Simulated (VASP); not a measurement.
Crystal: TaNb3F2.

```
CELL_PARAMETERS angstrom
5.32397 0.00000 0.00000
-2.66199 4.61070 0.00000
0.00000 0.00000 3.33958
ATOMIC_POSITIONS crystal
Ta 0.00000 0.00000 0.00000
Nb 0.50000 0.00000 0.50000
Nb 0.50000 0.50000 0.50000
Nb 0.00000 0.50000 0.50000
F 0.33333 0.66667 0.00000
F 0.66667 0.33333 0.00000
```

The cell was generated, and may not be a known phase.

```yaml
Program: VASP 6.6.1
Task: relaxation of cell and atoms
Functional: PBE
Potentials_or_basis: VASP PAW PBE potentials, release 64 (Ta_pv, Nb_sv, F)
Cutoff: 600 eV
k_mesh: 6 × 6 × 6
Occupations: gaussian, width 0.1 eV
Spin: no spin polarisation
```

At the start: pressure 21.8 GPa; volume 13.66 Å³/atom.

Q: How do energy, volume and symmetry change on relaxing?

A: Over 7 steps the energy falls by 105.9 meV/atom and the volume is 15.38 Å³/atom (+12.6 %); space group P6/mmm (No. 191, to 0.1 Å) before and after.

The path:
```tsv
step	energy change (eV)	largest force (eV/Å)	pressure (GPa)	volume (Å³)
1	0.0000	0.0000	21.77	81.98
2	0.1254	0.0000	-15.29	106.03
3	-0.6284	0.0000	-0.42	92.45
4	-0.6289	0.0000	0.01	92.18
5	-0.6287	0.0000	0.35	91.96
6	-0.6328	0.0000	0.31	92.08
7	-0.6357	0.0000	0.28	92.28
```

Final structure:
```
Ta Nb F
1.0
     5.51557    0.00000    0.00000
    -2.75778    4.77662    0.00000
     0.00000    0.00000    3.50280
Ta Nb F
1 3 2
Direct
  0.00000 0.00000 0.00000
  0.50000 0.00000 0.50000
  0.50000 0.50000 0.50000
  0.00000 0.50000 0.50000
  0.33333 0.66667 0.00000
  0.66667 0.33333 0.00000
```
